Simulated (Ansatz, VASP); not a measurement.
One calculation of AlN, two programs

The input INCAR:

```
PREC = Accurate
ENCUT = 520
EDIFF = 1E-6
ISMEAR = 0
SIGMA = 0.05
LREAL = False
LASPH = True
NELM = 100
ALGO = Normal
ISIF = 2
LWAVE = False
LCHARG = False
GGA = PS
NBANDS = 26
```

The input KPOINTS:

```
regular mesh
0
Gamma
  6 6 6
```

The input POSCAR:

```
AlN
1.0
    4.3771405283      0.0000000000      0.0000000000
    0.0000000000     -4.3771405283      0.0000000000
    0.0000000000      0.0000000000     -4.3771405283
Al N
4 4
Direct
   -0.0203547165      0.0000000000     -0.0203547165
    0.5000000000      0.5000000000      0.0000000000
    0.5000000000      0.0000000000      0.5000000000
    0.0000000000      0.5000000000      0.5000000000
    0.7500000000      0.7500000000      0.7500000000
    0.2500000000      0.2500000000      0.7500000000
    0.2500000000      0.7500000000      0.2500000000
    0.7500000000      0.2500000000      0.2500000000
```

Input for Ansatz:

```yaml
crystal:
  lattice:
    - [4.3771405283, 0.0, 0.0]
    - [0.0, -4.3771405283, 0.0]
    - [0.0, 0.0, -4.3771405283]
  atoms:
    - { symbol: Al, position: [-0.0203547165, 0.0, -0.0203547165] }
    - { symbol: Al, position: [0.5, 0.5, 0.0] }
    - { symbol: Al, position: [0.5, 0.0, 0.5] }
    - { symbol: Al, position: [0.0, 0.5, 0.5] }
    - { symbol: "N", position: [0.75, 0.75, 0.75] }
    - { symbol: "N", position: [0.25, 0.25, 0.75] }
    - { symbol: "N", position: [0.25, 0.75, 0.25] }
    - { symbol: "N", position: [0.75, 0.25, 0.25] }
basis:
  ecutwfc: 420
kpoints:
  mp_grid: { grid: [6, 6, 6] }
hamiltonian:
  xc: pbesol
  pseudopotentials: { kind: paw, azcp: { folder: soft_1 } }
scf:
  occupations: { method: gaussian, width: 0.05 }
output:
  forces: true
  stress: true
  eigenvalues: true
```

Alike in both runs: task single point; functional PBEsol; k mesh 6 × 6 × 6; occupations gaussian, width 0.05 eV; no spin polarisation.

|  | VASP | Ansatz |
| --- | --- | --- |
| version | VASP 6.6.1 | Ansatz 0.2.0 |
| potentials or method | VASP PAW PBE potentials, release 64 (Al, N), cutoff 520 eV | scalar-relativistic, plane waves, PAW |
| valence electrons in the cell | 32 | 32 |

```tsv
	VASP	Ansatz	Ansatz less VASP
gap on the k mesh at the Fermi level (eV)	2.72	2.73	+0.007
least direct gap on the mesh (eV)	2.72	2.73	+0.007
pressure (GPa)	0.6	0.6	-0.02
traceless stress, the component that is largest in VASP (GPa)	-1.62	-1.59	+0.026
rms of the force components (eV/Å)	0.645	0.642	-0.0035
```

VASP's potentials were made for PBE, not for PBEsol, and Ansatz warns of the same on its side. Atom by atom the forces differ by 0.005 eV/Å (rms over components).
